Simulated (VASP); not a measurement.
Rb: single point with BLYP

Rb:

```xyz
2
Lattice="5.1199 0.0000 0.0000 -2.5599 4.4339 0.0000 0.0000 0.0000 8.4294" Properties=species:S:1:pos:R:3 pbc="T T T"
Rb    0.0000    2.9559    2.1074
Rb    2.5599    1.4780    6.3221
```

```
Program                : VASP 6.6.1
Task                   : single point
Functional             : BLYP
Potentials or basis    : VASP PAW PBE potentials, release 64 (Rb_sv)
Cutoff                 : 520 eV
k mesh                 : 8 × 8 × 5
Occupations            : fermi-dirac, width 0.1 eV
Spin                   : no spin polarisation
Dipole correction      : no
Further INCAR settings : ALGO = Normal; EDIFF = 1e-06; NBANDS = 16
```

```json
{
  "Pressure": "0.0 GPa",
  "Band gap on the k mesh": "zero (band 9 reaches 1.06 eV, above the bottom of band 10 at -0.68 eV)"
}
```

Levels at points of the mesh, in eV from the Fermi level:
| k point | band 6 | band 7 | band 8 | band 9 | band 10 | band 11 | band 12 | band 13 |
| --- | --- | --- | --- | --- | --- | --- | --- | --- |
| (0.00, 0.00, 0.00) | -13.12 | -13.12 | -13.12 | -1.89 | 0.05 | 0.75 | 3.29 | 3.29 |
| (0.50, 0.00, 0.00) | -13.15 | -13.14 | -13.13 | 0.01 | 0.41 | 1.38 | 1.52 | 2.02 |

Wall time 86 s on 1 thread of AMD EPYC 9R45 96-Core Processor (Zen 5), with other jobs on the host, peak memory 0.29 GiB.

Caveat: the PAW data sets were made with another functional, which shifts forces and pressure a little.
